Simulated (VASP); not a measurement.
TaN (zincblende type): relaxation of cell and atoms with PBE

TaN (zincblende type):

```xyz
2
Lattice="0.0000 2.0205 2.0205 2.0205 0.0000 2.0205 2.0205 2.0205 0.0000" Properties=species:S:1:pos:R:3 pbc="T T T"
Ta    0.0000    0.0000    0.0000
N     1.0103    1.0103    1.0103
```

```json
{
 "Program": "VASP 6.6.1",
 "Task": "relaxation of cell and atoms",
 "Functional": "PBE",
 "Potentials or basis": "VASP PAW PBE potentials, release 64 (Ta_pv, N)",
 "Cutoff": "600 eV",
 "k mesh": "16 × 16 × 16",
 "Occupations": "fermi-dirac, width 0.1 eV",
 "Spin": "no spin polarisation",
 "Target pressure": "260 GPa",
 "Dipole correction": "no",
 "Further INCAR settings": "ALGO = Normal; EDIFF = 1e-07; IBRION = 2; EDIFFG = -0.005; NSW = 60; ISIF = 3"
}
```

```yaml
Relaxed_volume: 8.75 Å³/atom
Relaxed_cell: a = 2.915 Å, b = 2.915 Å, c = 2.915 Å, α = 60.00°, β = 60.00°, γ = 60.00°
Space_group_after_relaxing_to_0.05_Å: F-43m (No. 216)
Energy_change_on_relaxing_the_enthalpy_is_what_falls: -930.2 meV/atom
Ionic_steps: 16
Pressure_after_relaxing: 259.9 GPa
Band_gap_on_the_k_mesh: zero (band 8 reaches 12.61 eV, above the bottom of band 9 at 11.26 eV)
```

Step by step:
| step | energy change (eV) | largest force (eV/Å) | pressure (GPa) | volume (Å³) |
| --- | --- | --- | --- | --- |
| 1 | 0.0000 | 0.0000 | 332.84 | 16.50 |
| 2 | -7.1679 | 0.0000 | -2.90 | 27.17 |
| 3 | -2.3167 | 0.0000 | 241.90 | 17.80 |
| 4 | -1.8776 | 0.0000 | 259.26 | 17.52 |
| 5 | -1.8438 | 0.0000 | 260.59 | 17.50 |
| 6 | -1.8448 | 0.0000 | 260.57 | 17.50 |
| 7 | -1.8476 | 0.0000 | 260.45 | 17.50 |
| 8 | -1.8476 | 0.0000 | 260.44 | 17.50 |
| 9 | -1.8476 | 0.0000 | 260.44 | 17.50 |
| 10 | -1.8477 | 0.0000 | 260.44 | 17.50 |
| 11 | -1.8479 | 0.0000 | 260.43 | 17.50 |
| 12 | -1.8483 | 0.0000 | 260.42 | 17.50 |
| 13 | -1.8491 | 0.0000 | 260.40 | 17.50 |
| 14 | -1.8508 | 0.0000 | 260.32 | 17.50 |
| 15 | -1.8540 | 0.0000 | 260.19 | 17.50 |
| 16 | -1.8605 | 0.0000 | 259.94 | 17.51 |

Final structure:
```yaml
crystal:
  lattice:
    - [0.00000, 2.06095, 2.06095]
    - [2.06095, 0.00000, 2.06095]
    - [2.06095, 2.06095, 0.00000]
  atoms:
    - { symbol: Ta, position: [0.00000, 0.00000, 0.00000] }
    - { symbol: N, position: [0.25000, 0.25000, 0.25000] }
```

Levels at points of the mesh, in eV from the Fermi level:
| k point | band 6 | band 7 | band 8 | band 9 | band 10 | band 11 |
| --- | --- | --- | --- | --- | --- | --- |
| (0.00, 0.00, 0.00) | -10.27 | -10.27 | -0.54 | 0.70 | 0.70 | 8.08 |
| (0.50, 0.00, 0.00) | -9.10 | -7.87 | 0.76 | 2.00 | 2.00 | 4.83 |
| (0.50, 0.50, 0.00) | -5.62 | -5.62 | -2.88 | 2.09 | 4.06 | 5.26 |

It took 2.9 min on 1 thread of Intel(R) Xeon(R) Platinum 8488C (Sapphire Rapids), with other jobs on the host, peak memory 0.18 GiB.

Caveat: the cell is relaxed towards a set pressure, so the enthalpy falls and the energy may rise; spin-orbit coupling is left out, which moves the levels of the heavy elements.
